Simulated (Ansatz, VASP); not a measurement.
HfN in VASP and in Ansatz

File POSCAR:

```
HfN
1.0
    0.0000000000      2.2165587041      2.2165587041
    2.2165587041      0.0000000000      2.2165587041
    2.2165587041      2.2165587041      0.0000000000
Hf N
1 1
Direct
    0.0000000000      0.0000000000      0.0000000000
    0.5000000000      0.5000000000      0.5000000000
```

Contents of INCAR.step1:

```
SYSTEM = HfN
ALGO     = Normal         ! electronic algorithm
EDIFF    = 1E-4           ! SCF threshold, eV
ENCUT    = 520            ! plane-wave cutoff, eV
GGA      = PE             ! functional
ISMEAR   = -1             ! smearing method
LASPH    = .True.         ! aspherical terms in the spheres
LCHARG   = .False.        ! write CHGCAR
LREAL    = .False.        ! projectors in reciprocal space
LWAVE    = .True.         ! write WAVECAR
NBANDS   = 14             ! bands
NELM     = 100            ! most SCF steps
PREC     = Accurate       ! precision mode
SIGMA    = 0.1            ! smearing width, eV
```

INCAR.step2

```
SYSTEM = HfN
ALGO     = Normal         ! electronic algorithm
EDIFF    = 1E-6           ! SCF threshold, eV
ENCUT    = 520            ! plane-wave cutoff, eV
ISIF     = 2              ! what is computed and relaxed
ISMEAR   = -1             ! smearing method
ISTART   = 1            
LASPH    = .True.         ! aspherical terms in the spheres
LCHARG   = .False.        ! write CHGCAR
LMIXTAU  = .True.       
LREAL    = .False.        ! projectors in reciprocal space
LWAVE    = .False.        ! write WAVECAR
METAGGA  = R2SCAN         ! meta-GGA
NBANDS   = 14             ! bands
NELM     = 100            ! most SCF steps
PREC     = Accurate       ! precision mode
SIGMA    = 0.1            ! smearing width, eV
```

KPOINTS

```
k-points
0
Gamma
  15 15 15
  0 0 0
```

Input for Ansatz:

```yaml
crystal:
  lattice:
    - [0.0, 2.2165587041, 2.2165587041]
    - [2.2165587041, 0.0, 2.2165587041]
    - [2.2165587041, 2.2165587041, 0.0]
  atoms:
    - { symbol: Hf, position: [0.0, 0.0, 0.0] }
    - { symbol: "N", position: [0.5, 0.5, 0.5] }
kpoints:
  mp_grid: { grid: [15, 15, 15] }
scf:
  occupations: { method: fermi_dirac, width: 0.1 }
hamiltonian:
  xc: r2scan
  pseudopotentials: { kind: paw }
output:
  forces: true
  stress: true
  eigenvalues: true
  populations: true
```

Change from the starting cell: volume scaled by 0.94, PAW files.

Alike in both runs: task single point; functional r2SCAN; k mesh 15 × 15 × 15; occupations fermi-dirac, width 0.1 eV; no spin polarisation.

```csv
,VASP,Ansatz
version,VASP 6.6.1,Ansatz 0.2.0
potentials or method,"VASP PAW PBE potentials, release 64 (Hf_pv, N)","PAW with Ansatz's default frozen-core files, scalar-relativistic"
plane-wave cutoff (eV),520,500
valence electrons in the cell,15,31
```

```csv
,VASP,Ansatz,Ansatz less VASP
pressure (GPa),17.1,19.9,+2.78
```

VASP's potentials were made for PBE, not for r2SCAN. With one functional, cell and mesh, what is left measures potentials, basis and numerics. VASP's potentials hold 15 valence electrons a cell and Ansatz's 31, so a difference there can come from the potentials and not from the codes.

Spin-orbit coupling is off throughout.
